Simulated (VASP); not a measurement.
Crystal: Ga4SbAs3.

```
CELL_PARAMETERS angstrom
4.09644 0.00000 0.00000
0.00000 4.09644 0.00000
0.00000 0.00000 11.53815
ATOMIC_POSITIONS crystal
As 0.00000 0.00000 0.24075
As 0.50000 0.50000 0.00000
As 0.00000 0.00000 0.75925
Ga 0.00000 0.50000 0.12026
Ga 0.50000 0.00000 0.87974
Ga 0.00000 0.50000 0.63871
Ga 0.50000 0.00000 0.36129
Sb 0.50000 0.50000 0.50000
```

Base run:

| Property | Result |
| --- | --- |
| Program | VASP 6.6.1 |
| Functional | PBE |
| Potentials or basis | VASP PAW PBE potentials, release 64 (As, Ga_d, Sb) |
| Cutoff | 500 eV |
| k mesh | 6 × 6 × 2 |
| Occupations | fermi-dirac, width 0.02 eV |
| Spin | no spin polarisation |

Its results: band gap on the k mesh 0.10 eV, direct; pressure 2.6 GPa; largest force 0.009 eV/Å.

Problem. The run is repeated on the same cell with these changes: functional from PBE to r2SCAN; cutoff from 500 eV to 550 eV. What comes out?

Solution. Band gap on the k mesh 0.52 eV, direct; pressure 0.1 GPa; largest force 0.008 eV/Å.

r2SCAN gives the wider gap, since meta-GGAs in the generalised Kohn-Sham scheme recover part of the derivative discontinuity.

Caveats: spin-orbit coupling is left out, which moves the levels of the heavy elements; the PAW data sets were made with another functional, which shifts forces and pressure a little (some runs).

A k mesh can miss the band edges.
